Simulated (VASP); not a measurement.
# La2SnO (I4/mcm) in VASP: a series of runs

The runs below take La2SnO through single point, with PBE.

Everything below comes from runs of VASP 6.6.1. Logs are shortened: lines on timing, memory, paths and dates and some standing lists are left out, and cuts for length are marked.

## 1. The cell of the first run

It takes space group I4/mcm (No. 140, tetragonal). The conventional cell has a = 7.894 Å, b = 7.894 Å, c = 6.328 Å, α = 90.00°, β = 90.00°, γ = 90.00°. Within 3.1 Å of La (site symmetry m2m) lie 2 O at 2.35 Å. Sn (site symmetry 422) has 2 Sn at 3.16 Å and 8 La at 3.38 Å and 4 O at 3.95 Å within 4.2 Å. O (site symmetry -42m) has 4 La at 2.35 Å and 2 O at 3.16 Å within 3.2 Å.

## 2. Single point, PBE (24.65 Å³/atom)

Input file INCAR:

```
SYSTEM = La2SnO
PREC     = Accurate       ! precision mode
ENCUT    = 520            ! plane-wave cutoff, eV
EDIFF    = 1E-6           ! SCF threshold, eV
ISMEAR   = 0              ! smearing method
SIGMA    = 0.1            ! smearing width, eV
LREAL    = .FALSE.        ! projectors in reciprocal space
LASPH    = .TRUE.         ! aspherical terms in the spheres
NELM     = 60             ! most SCF steps
ALGO     = Normal         ! electronic algorithm
ISIF     = 2              ! what is computed and relaxed
LWAVE    = .FALSE.        ! write WAVECAR
LCHARG   = .TRUE.         ! write CHGCAR
GGA      = PE             ! functional
LELF     = .TRUE.         ! ELF
LVHAR    = .TRUE.       
NBANDS   = 52             ! bands
```

Input file KPOINTS:

```
regular mesh
0
G
  6 6 6
  0 0 0
```

Input file POSCAR:

```
La2SnO
1.0
   -3.9469737231      3.9469737231      3.1640535820
    3.9469737231     -3.9469737231      3.1640535820
    3.9469737231      3.9469737231     -3.1640535820
La Sn O
4 2 2
Direct
    0.1560719631      0.6560719631      0.8121439263
    0.8439280369      0.3439280369      0.1878560737
    0.3439280369      0.1560719631      0.5000000000
    0.6560719631      0.8439280369      0.5000000000
    0.2500000000      0.2500000000      0.0000000000
    0.7500000000      0.7500000000      0.0000000000
    0.2500000000      0.7500000000      0.5000000000
    0.7500000000      0.2500000000      0.5000000000
```

Potentials or basis: VASP PAW PBE potentials, release 64 (La, Sn_d, O).

The run is started by

```bash
cat potpaw_PBE.64/La/POTCAR potpaw_PBE.64/Sn_d/POTCAR potpaw_PBE.64/O/POTCAR > POTCAR
mpirun -np 1 vasp_std > vasp.out
```

OUTCAR:

```text
SYSTEM = La2SnO
   PREC = Accurate
   ENCUT = 520
   EDIFF = 1E-6
   ISMEAR = 0
   LREAL = .FALSE.
   LASPH = .TRUE.
   NELM = 60
   ISIF = 2
   GGA = PE

 ion  position               nearest neighbor table
   1  0.156  0.656  0.812-   8 2.35   7 2.35   5 3.38   6 3.38   6 3.38   5 3.38   2 3.48
   2  0.844  0.344  0.188-   7 2.35   8 2.35   5 3.38   6 3.38   6 3.38   5 3.38   1 3.48
   3  0.344  0.156  0.500-   7 2.35   8 2.35   6 3.38   5 3.38   5 3.38   6 3.38   4 3.48
   4  0.656  0.844  0.500-   7 2.35   8 2.35   5 3.38   6 3.38   6 3.38   5 3.38   3 3.48
   5  0.250  0.250  0.000-   6 3.16   6 3.16   1 3.38   2 3.38   1 3.38   2 3.38   3 3.38   3 3.38
                             4 3.38   4 3.38
   6  0.750  0.750  0.000-   5 3.16   5 3.16   1 3.38   2 3.38   1 3.38   2 3.38   4 3.38   3 3.38
                             4 3.38   3 3.38
   7  0.250  0.750  0.500-   3 2.35   4 2.35   2 2.35   1 2.35
   8  0.750  0.250  0.500-   3 2.35   4 2.35   1 2.35   2 2.35

  LATTYP: Found a body centered tetragonal cell.
 ALAT       =     7.8939474462
 C/A-ratio  =     0.8016403969

  Lattice vectors:

 A1 = (  -3.9469737231,   3.9469737231,   3.1640535820)
 A2 = (   3.9469737231,  -3.9469737231,   3.1640535820)
 A3 = (   3.9469737231,   3.9469737231,  -3.1640535820)

Analysis of symmetry for initial positions (statically):
=====================================================================
 Subroutine PRICEL returns:
 Original cell was already a primitive cell.

 Routine SETGRP: Setting up the symmetry group for a
 body centered tetragonal supercell.

 Subroutine GETGRP returns: Found 16 space group operations
 (whereof  8 operations were pure point group operations)
 out of a pool of 16 trial point group operations.

The static configuration has the point symmetry C_4h.
 The point group associated with its full space group is D_4h.

Analysis of symmetry for dynamics (positions and initial velocities):
=====================================================================
 Subroutine PRICEL returns:
 Original cell was already a primitive cell.

 Routine SETGRP: Setting up the symmetry group for a
 body centered tetragonal supercell.

 Subroutine GETGRP returns: Found 16 space group operations
 (whereof  8 operations were pure point group operations)
 out of a pool of 16 trial point group operations.

The dynamic configuration has the point symmetry C_4h.
 The point group associated with its full space group is D_4h.

 Subroutine INISYM returns: Found 16 space group operations
 (whereof  8 operations are pure point group operations),
 and found     1 'primitive' translations

----------------------------------------------------------------------------------------

                                     Primitive cell

  volume of cell :     197.1661

  direct lattice vectors                    reciprocal lattice vectors
    -3.946973723  3.946973723  3.164053582     0.000000000  0.126679333  0.158025137
     3.946973723 -3.946973723  3.164053582     0.126679333  0.000000000  0.158025137
     3.946973723  3.946973723 -3.164053582     0.126679333  0.126679333  0.000000000

  length of vectors
     6.416263571  6.416263571  6.416263571     0.202532954  0.202532954  0.179151631

  position of ions in fractional coordinates (direct lattice)
     0.156071963  0.656071963  0.812143926
     0.843928037  0.343928037  0.187856074
     0.343928037  0.156071963  0.500000000
     0.656071963  0.843928037  0.500000000
     0.250000000  0.250000000  0.000000000
     0.750000000  0.750000000  0.000000000
     0.250000000  0.750000000  0.500000000
     0.750000000  0.250000000  0.500000000

  ion indices of the primitive-cell ions
   primitive index   ion index
                 1           1
                 2           2
                 3           3
                 4           4
                 5           5
                 6           6
                 7           7
                 8           8

----------------------------------------------------------------------------------------

 KPOINTS: regular mesh

Automatic generation of k-mesh.
 Grid dimensions read from file:
 generate k-points for:    6    6    6

 Generating k-lattice:

  Cartesian coordinates                     Fractional coordinates (reciprocal lattice)
     0.000000000  0.021113222  0.026337523     0.166666667 -0.000000000  0.000000000
     0.021113222  0.000000000  0.026337523    -0.000000000  0.166666667  0.000000000
     0.021113222  0.021113222  0.000000000     0.000000000  0.000000000  0.166666667

  Length of vectors
     0.033755492  0.033755492  0.029858605

  Shift w.r.t. Gamma in fractional coordinates (k-lattice)
     0.000000000  0.000000000  0.000000000

 Subroutine IBZKPT returns following result:
 ===========================================

 Found     30 irreducible k-points:

 Following reciprocal coordinates:
            Coordinates               Weight
  0.000000  0.000000  0.000000      1.000000
  0.166667 -0.000000  0.000000      8.000000
  0.333333 -0.000000  0.000000      8.000000
  0.500000 -0.000000  0.000000      4.000000
  0.166667  0.166667  0.000000      8.000000
  0.333333  0.166667  0.000000     16.000000
[... 16 lines left out ...]
 -0.333333 -0.333333  0.166667      8.000000
 -0.166667 -0.333333  0.166667      8.000000
 [... further k-points ...]
   k-points           NKPTS =     30   k-points in BZ     NKDIM =     30   number of bands    NBANDS=     52
   number of dos      NEDOS =    301   number of ions     NIONS =      8
   total plane-waves  NPLWV = 110592
   dimension x,y,z NGX =    48 NGY =   48 NGZ =   48
   dimension x,y,z NGXF=    96 NGYF=   96 NGZF=   96
   ions per type =               4   2   2
   NGX,Y,Z   is equivalent  to a cutoff of  12.44, 12.44, 12.44 a.u.
   NGXF,Y,Z  is equivalent  to a cutoff of  24.87, 24.87, 24.87 a.u.
 SYSTEM =  La2SnO
   PREC   = accura    normal or accurate (medium, high low for compatibility)
   ISTART =      0    job   : 0-new  1-cont  2-samecut
   ICHARG =      2    charge: 1-file 2-atom 10-const
   ISPIN  =      1    spin polarized calculation?
   LNONCOLLINEAR =      F non collinear calculations
   LSORBIT =      F    spin-orbit coupling
   LASPH  =      T    aspherical Exc in radial PAW
   ENCUT  =  520.0 eV  38.22 Ry    6.18 a.u.  11.93 11.93 11.93*2*pi/ulx,y,z
   NELM   =     60;   NELMIN=  2; NELMDL= -5     # of ELM steps
   EDIFF  = 0.1E-05   stopping-criterion for ELM
   LREAL  =      F    real-space projection
   EDIFFG = 0.1E-04   stopping-criterion for IOM
   NSW    =      0    number of steps for IOM
   IBRION =     -1    ionic relax: 0-MD 1-quasi-New 2-CG
   NFREE  =      0    steps in history (QN), initial steepest desc. (CG)
   ISIF   =      2    stress and relaxation
   ISYM   =      2    0-nonsym 1-usesym 2-fastsym
   POTIM  = 0.5000    time-step for ionic-motion
   TEBEG  =    0.0;   TEEND  =   0.0 temperature during run
   PSTRESS=    0.0 pullay stress
   NELECT =      84.0000    total number of electrons
   NUPDOWN=      -1.0000    fix difference up-down
   EMIN   =  10.00;   EMAX   =-10.00  energy-range for DOS
   EFERMI =   0.00;   METHOD = LEGACY
   ISMEAR =     0;   SIGMA  =   0.10  broadening in eV -4-tet -1-fermi 0-gaus
   EFERMI_NEDOS =   21; number of points for ismear=-14 and -15
   IALGO  =     38    algorithm
   IMIX   =      4    mixing-type and parameters
     AMIX     =   0.40;   BMIX     =  1.00
     AMIX_MAG =   1.60;   BMIX_MAG =  1.00
  volume/ion in A,a.u.               =      24.65       166.32
  Fermi-wavevector in a.u.,A,eV,Ry     =   1.231848  2.327855 20.646158  1.517450
  Thomas-Fermi vector in A             =   2.366642
   LORBIT       =      0    0 simple, 1 ext, 2 COOP (PROOUT), +10 PAW based schemes
   GGA     = PE    functional components
   LHFCALC =     F    Hartree Fock is set to
   AEXX    =    0.0000 exact exchange contribution
   IVDW    =     0    specifies the selected vdW correction
   LEPSILON=     F    determine dielectric tensor
   LRPA    =     F    only Hartree local field effects (RPA)
 non-spin polarized calculation
 Gauss-broadening in eV      SIGMA  =   0.10
  energy-cutoff  :      520.00
  volume of cell :      197.17
 maximum number of plane-waves:      5340
   NGX = 23   NGY = 23   NGZ = 23

 number of electron      84.0000006 magnetization

 Free energy of the ion-electron system (eV)
  ---------------------------------------------------
  ext. energy  EPLUGINS =         0.00000000
  ---------------------------------------------------
  free energy    TOTEN  =       -51.52632702 eV

  energy without entropy =      -51.49073001  energy(sigma->0) =      -51.50852852

 E-fermi :   9.0113     XC(G=0): -10.2048

 val. band max:        9.0074091387   @ k =   0.0000   0.0000   0.0000
 cond. band min:       9.0153285941   @ k =  -0.1667   0.5000   0.1667
 fundamental gap:      0.0079194554
 Fermi energy:         9.0113099679

 k-point     1 :       0.0000    0.0000    0.0000
  band No.  band energies     occupation
      1     -24.0395      2.00000
      2     -23.8906      2.00000
      3     -23.7988      2.00000
      4     -23.7988      2.00000
      5     -11.9637      2.00000
      6     -11.8645      2.00000
[... 44 lines left out ...]
     51      10.6845      0.00000
     52      10.7022      0.00000

 k-point     2 :       0.1667   -0.0000    0.0000
  band No.  band energies     occupation
      1     -24.0239      2.00000
      2     -23.8942      2.00000
      3     -23.8054      2.00000
      4     -23.8049      2.00000
      5     -11.9463      2.00000
      6     -11.8602      2.00000
[... 44 lines left out ...]
     51      10.5775      0.00000
     52      10.7262      0.00000
[... 1153 lines left out ...]
     51      10.5594      0.00000
     52      10.6716      0.00000

 k-point    24 :      -0.1667   -0.3333    0.1667
  band No.  band energies     occupation
      1     -23.9520      2.00000
      2     -23.9222      2.00000
      3     -23.8282      2.00000
      4     -23.8281      2.00000
      5     -11.8421      2.00000
      6     -11.8387      2.00000
[... 44 lines left out ...]
     51      10.6808      0.00000
     52      10.7267      0.00000

 [... further k-points ...]

------------------------ aborting loop because EDIFF is reached ----------------------------------------

  FORCE on cell =-STRESS in cart. coord.  units (eV):
  Direction    XX          YY          ZZ          XY          YZ          ZX
  --------------------------------------------------------------------------------------
  -------------------------------------------------------------------------------------
  Total        7.5839442      7.5839442      7.4851921      0.0000000     -0.0000000      0.0000000
  in kB       61.6273398     61.6273398     60.8248771      0.0000000     -0.0000000      0.0000000
  external PRESSURE =      61.3598522 kB  Pullay stress =       0.0000000 kB

 VOLUME and BASIS-vectors are now :
 -----------------------------------------------------------------------------
  energy-cutoff  :      520.00
  volume of cell :      197.17
      direct lattice vectors                 reciprocal lattice vectors
    -3.946973723  3.946973723  3.164053582     0.000000000  0.126679333  0.158025137
     3.946973723 -3.946973723  3.164053582     0.126679333  0.000000000  0.158025137
     3.946973723  3.946973723 -3.164053582     0.126679333  0.126679333  0.000000000

 POSITION                                       TOTAL-FORCE (eV/Angst)
 -----------------------------------------------------------------------------------
      5.17900      1.23202     -0.00000        -0.019140     -0.019140      0.000000
     -1.23202      2.71495      3.16405         0.019140      0.019140     -0.000000
      1.23202      2.71495      0.00000        -0.019140      0.019140      0.000000
      2.71495      1.23202      3.16405         0.019140     -0.019140      0.000000
      0.00000      0.00000      1.58203         0.000000      0.000000      0.000000
      0.00000      0.00000      4.74608         0.000000      0.000000      0.000000
      3.94697      0.00000      1.58203         0.000000      0.000000      0.000000
      0.00000      3.94697      1.58203         0.000000      0.000000      0.000000
 -----------------------------------------------------------------------------------
    total drift:                               -0.000000      0.000000      0.000000

  FREE ENERGIE OF THE ION-ELECTRON SYSTEM (eV)
  ---------------------------------------------------
  free  energy   TOTEN  =       -51.5263270221 eV

  energy  without entropy=      -51.4907300150  energy(sigma->0) =      -51.50852852
```

It took 4.5 min on 1 thread of AMD EPYC 9R45 (Zen 5), shared host; peak memory 0.47 GiB.

Results:

| Property | Result |
| --- | --- |
| Free energy | -51.5263 eV |
| Pressure | 6.1 GPa |
| Largest force | 0.027 eV/Å |
| Band gap on the k mesh | zero (bands 42 and 43 overlap by 0.23 eV) |

Forces in eV/Å, atoms in the order of the input:
```
La  -0.019 -0.019  0.000
La   0.019  0.019  0.000
La  -0.019  0.019  0.000
La   0.019 -0.019  0.000
Sn   0.000  0.000  0.000
Sn   0.000  0.000  0.000
O    0.000  0.000  0.000
O    0.000  0.000  0.000
```

Caveat: the cell stands under pressure; spin-orbit coupling is left out, which moves the levels of the heavy elements.

## 3. Single point, PBE (25.46 Å³/atom)

This run uses another cell than the first one, of 25.46 Å³/atom.

Input file INCAR:

```
PREC     = Accurate       # precision mode
ENCUT    = 520            # plane-wave cutoff, eV
EDIFF    = 1E-6           # SCF threshold, eV
ISMEAR   = 0              # smearing method
SIGMA    = 0.1            # smearing width, eV
LREAL    = F              # projectors in reciprocal space
LASPH    = T              # aspherical terms in the spheres
NELM     = 100            # most SCF steps
ALGO     = Normal         # electronic algorithm
ISIF     = 2              # what is computed and relaxed
LWAVE    = F              # write WAVECAR
LCHARG   = F              # write CHGCAR
GGA      = PE             # functional
NBANDS   = 52             # bands
```

Input file KPOINTS:

```
regular mesh
0
Gamma
  6 6 6
```

Input file POSCAR:

```
La2SnO
1.0
   -3.9914364367      3.9914364367      3.1959525727
    3.9914364367     -3.9914364367      3.1959525727
    3.9914364367      3.9914364367     -3.1959525727
La Sn O
4 2 2
Direct
    0.1545182370      0.6545182370      0.8090364741
    0.8454817630      0.3454817630      0.1909635259
    0.3454817630      0.1545182370      0.5000000000
    0.6545182370      0.8454817630      0.5000000000
    0.2500000000      0.2500000000      0.0000000000
    0.7500000000      0.7500000000      0.0000000000
    0.2500000000      0.7500000000      0.5000000000
    0.7500000000      0.2500000000      0.5000000000
```

Potentials or basis: VASP PAW PBE potentials, release 64 (La, Sn_d, O).

The run is started by

```bash
cat potpaw_PBE.64/La/POTCAR potpaw_PBE.64/Sn_d/POTCAR potpaw_PBE.64/O/POTCAR > POTCAR
mpirun -np 1 vasp_std > vasp.out
```

Run time: 5.5 min. Hardware: 1 thread of AMD EPYC 9R45 (Zen 5), shared host; peak memory 0.47 GiB.

Results (log left out):

```
Free energy            : -51.7294 eV
Pressure               : 3.7 GPa
Largest force          : 0.029 eV/Å
Band gap on the k mesh : zero (bands 42 and 43 overlap by 0.20 eV)
```

Forces in eV/Å, atoms in the order of the input:
```
La  -0.021 -0.021  0.000
La   0.021  0.021  0.000
La  -0.021  0.021  0.000
La   0.021 -0.021  0.000
Sn   0.000  0.000  0.000
Sn   0.000  0.000  0.000
O    0.000  0.000  0.000
O    0.000  0.000  0.000
```

Stress tensor (GPa, compression positive):
```
3.73 0.00 0.00
0.00 3.73 0.00
0.00 0.00 3.65
```

Levels at points of the mesh, in eV from the Fermi level:
| k point | band 38 | band 39 | band 40 | band 41 | band 42 | band 43 | band 44 | band 45 | band 46 | band 47 |
| --- | --- | --- | --- | --- | --- | --- | --- | --- | --- | --- |
| (0.00, 0.00, 0.00) | -1.98 | -1.98 | -0.88 | -0.88 | -0.15 | -0.03 | 0.15 | 0.15 | 0.99 | 1.21 |
| (0.50, 0.00, 0.00) | -1.93 | -1.67 | -1.67 | -0.37 | -0.37 | 0.21 | 0.21 | 0.73 | 0.73 | 0.96 |
| (0.50, 0.50, 0.00) | -2.92 | -1.78 | -1.45 | -0.75 | -0.30 | 0.08 | 0.41 | 1.19 | 1.25 | 1.34 |
| (0.50, 0.50, 0.50) | -2.19 | -2.19 | -1.25 | -1.25 | -0.81 | 0.48 | 0.80 | 1.02 | 1.02 | 1.05 |

Caveat: the cell stands under pressure; spin-orbit coupling is left out, which moves the levels of the heavy elements.

## 4. Single point, PBE (26.27 Å³/atom)

This run uses another cell than the first one, of 26.27 Å³/atom.

Input file INCAR:

```
SYSTEM = La2SnO
  PREC = Accurate
  ENCUT = 520
  EDIFF = 1E-6
  ISMEAR = 0
  SIGMA = 0.1
  LREAL = .FALSE.
  LASPH = .TRUE.
  NELM = 80
  ALGO = Normal
  ISIF = 2
  LWAVE = .FALSE.
  LCHARG = .FALSE.
  GGA = PE
  NBANDS = 52
```

Input file KPOINTS:

```
regular mesh
0
G
  6 6 6
  0 0 0
```

Input file POSCAR:

```
La2SnO
1.0
   -4.0350087092      4.0350087092      3.2271094027
    4.0350087092     -4.0350087092      3.2271094027
    4.0350087092      4.0350087092     -3.2271094027
La Sn O
4 2 2
Direct
    0.1530286674      0.6530286674      0.8060573347
    0.8469713326      0.3469713326      0.1939426653
    0.3469713326      0.1530286674      0.5000000000
    0.6530286674      0.8469713326      0.5000000000
    0.2500000000      0.2500000000      0.0000000000
    0.7500000000      0.7500000000      0.0000000000
    0.2500000000      0.7500000000      0.5000000000
    0.7500000000      0.2500000000      0.5000000000
```

The run is started by

```bash
cat potpaw_PBE.64/La/POTCAR potpaw_PBE.64/Sn_d/POTCAR potpaw_PBE.64/O/POTCAR > POTCAR
mpirun -np 1 vasp_std > vasp.out
```

It took 6.3 min on 1 thread of AMD EPYC 9R45 (Zen 5), shared host; peak memory 0.51 GiB.

It converged, with:

```yaml
Free_energy: -51.8406 eV
Pressure: 1.6 GPa
Largest_force: 0.027 eV/Å
Band_gap_on_the_k_mesh: zero (bands 42 and 43 overlap by 0.16 eV)
```

Forces in eV/Å, atoms in the order of the input:
```
La  -0.019 -0.019  0.000
La   0.019  0.019  0.000
La  -0.019  0.019  0.000
La   0.019 -0.019  0.000
Sn   0.000  0.000  0.000
Sn   0.000  0.000  0.000
O    0.000  0.000  0.000
O    0.000  0.000  0.000
```

Stress tensor (GPa, compression positive):
```
1.66 0.00 0.00
0.00 1.66 0.00
0.00 0.00 1.51
```

Levels at points of the mesh, in eV from the Fermi level:
| k point | band 39 | band 40 | band 41 | band 42 | band 43 | band 44 | band 45 | band 46 |
| --- | --- | --- | --- | --- | --- | --- | --- | --- |
| (0.00, 0.00, 0.00) | -1.95 | -0.88 | -0.88 | -0.17 | -0.07 | 0.17 | 0.17 | 1.03 |
| (0.50, 0.00, 0.00) | -1.62 | -1.62 | -0.34 | -0.34 | 0.19 | 0.19 | 0.72 | 0.72 |
| (0.50, 0.50, 0.00) | -1.67 | -1.44 | -0.74 | -0.32 | 0.11 | 0.37 | 1.15 | 1.22 |
| (0.50, 0.50, 0.50) | -2.15 | -1.17 | -1.17 | -0.80 | 0.47 | 0.83 | 1.00 | 1.00 |

Caveat: spin-orbit coupling is left out, which moves the levels of the heavy elements.

(Part 1 of 2 ends here.)
